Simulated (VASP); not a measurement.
Write the native input for VASP 6.6.1 that does the following.

- Task: relaxation of shape and atoms at fixed volume
- Functional: PBE
- Potentials or basis: VASP PAW PBE potentials, release 64 (Cu)
- Cutoff: 600 eV
- k mesh: 20 × 20 × 20
- Occupations: gaussian, width 0.1 eV
- Spin: no spin polarisation
- Dipole correction: no
- Further INCAR settings: ALGO = Normal; EDIFF = 1e-06; IBRION = 2; EDIFFG = -0.01; NSW = 50; ISIF = 4

The structure of Cu lies in POSCAR:

```
Cu
1.0
   -1.5044695557      1.5044695557      1.4066136847
    1.5044695557     -1.5044695557      1.4066136847
    1.5044695557      1.5044695557     -1.4066136847
Cu
1
Direct
    0.0000000000      0.0000000000      0.0000000000
```

This cell differs from its parent crystal: volume scaled by 1.06.

The input as run:

INCAR

```
PREC = Accurate
ENCUT = 600
EDIFF = 1E-6
ISMEAR = 0
SIGMA = 0.1
LREAL = False
LASPH = True
NELM = 80
ALGO = Normal
ISIF = 4
LWAVE = False
LCHARG = False
GGA = PE
IBRION = 2
NSW = 50
EDIFFG = -0.01
```

KPOINTS

```
regular mesh
0
Gamma
  20 20 20
```

Potentials or basis: VASP PAW PBE potentials, release 64 (Cu).

Command:

```bash
$ cat potpaw_PBE.64/Cu/POTCAR > POTCAR
$ mpirun -np 1 vasp_std > vasp.out
```

Results of the run:

The energy gained by relaxing is 0.0 meV/atom and the ionic steps are 3. The pressure after relaxing is -6.3 GPa.

Run time: 2.8 min on 1 thread of Intel Xeon 8259CL (shared host), peak memory 0.21 GiB.
